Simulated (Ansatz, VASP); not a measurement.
## Cr: VASP beside Ansatz

```xyz
7
Lattice="2.4676 0.0000 0.0000 -1.2338 2.1370 0.0000 0.0000 0.0000 15.2260" Properties=species:S:1:pos:R:3 pbc="T T T"
Cr    0.0000    0.0000   -0.0064
Cr    0.0000    1.4247    2.1673
Cr    0.0000    0.0000    4.3541
Cr    0.0000    1.4247    6.5254
Cr    1.2338    0.7123    8.6968
Cr    0.0000    1.4247   10.8836
Cr    1.2338    0.7123   13.0573
```

Alike in both runs: functional PBEsol; k mesh 21 × 21 × 3; occupations gaussian, width 0.1 eV; no spin polarisation.

Ansatz relaxed the structure, and its values are those at the end. VASP's run is a single point on that final structure, the one shown.

|  | VASP | Ansatz |
| --- | --- | --- |
| version | VASP 6.6.1 | Ansatz 0.2.0 |
| potentials or method | VASP PAW PBE potentials, release 64 (Cr_pv), cutoff 520 eV | scalar-relativistic, plane waves, PAW |
| valence electrons in the cell | 84 | 98 |

Ansatz gave:

* gap on the k mesh at the Fermi level (eV): none
* pressure (GPa): 0.0

Task: Which values does VASP return?

Result: gap on the k mesh at the Fermi level (eV): none; pressure (GPa): -0.5.

VASP's potentials were made for PBE, not for PBEsol. A gap of «none» marks a metal or a gap that the smearing closes. VASP's potentials hold 84 valence electrons a cell and Ansatz's 98, so a difference there can come from the potentials and not from the codes.
